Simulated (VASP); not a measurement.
## Re: single point with PBEsol

The system is Re.

```
Re
1.0
     2.75030    0.00000    0.00000
    -1.37515    2.38183    0.00000
     0.00000    0.00000    4.97650
Re
2
Direct
  0.33333 0.66667 0.25000
  0.66667 0.33333 0.75000
```

* Program: VASP 6.6.1
* Task: single point
* Functional: PBEsol
* Potentials or basis: VASP PAW PBE potentials, release 64 (Re)
* Cutoff: 520 eV
* k mesh: 18 × 18 × 10
* Occupations: gaussian, width 0.15 eV
* Spin: no spin polarisation

```json
{"Pressure": "-30.9 GPa", "Band gap on the k mesh": "zero (bands 7 and 8 overlap by 2.54 eV)"}
```

Stress tensor (GPa, compression positive):
```
-18.75   0.00   0.00
  0.00 -18.75   0.00
  0.00   0.00 -55.06
```

Levels at points of the mesh, in eV from the Fermi level:
```tsv
k point	band 4	band 5	band 6	band 7	band 8	band 9	band 10	band 11
(0.00, 0.00, 0.00)	-1.39	-1.39	-0.94	-0.94	-0.79	0.87	0.87	2.77
(0.50, 0.00, 0.00)	-2.13	-1.41	-1.36	-1.01	2.96	4.09	4.32	5.05
(0.00, 0.00, 0.50)	-2.92	-1.35	-1.35	-1.35	-1.35	2.08	2.08	2.08
(0.50, 0.00, 0.50)	-4.13	0.58	0.58	0.65	0.65	3.64	3.64	4.21
```

Run time: 48 s on 1 thread of Intel(R) Xeon(R) 6975P-C (Granite Rapids), on a shared host, peak memory 0.21 GiB.

Caveat: the cell stands under tension; the PAW data sets were made with another functional, which shifts forces and pressure a little; spin-orbit coupling is left out, which moves the levels of the heavy elements.
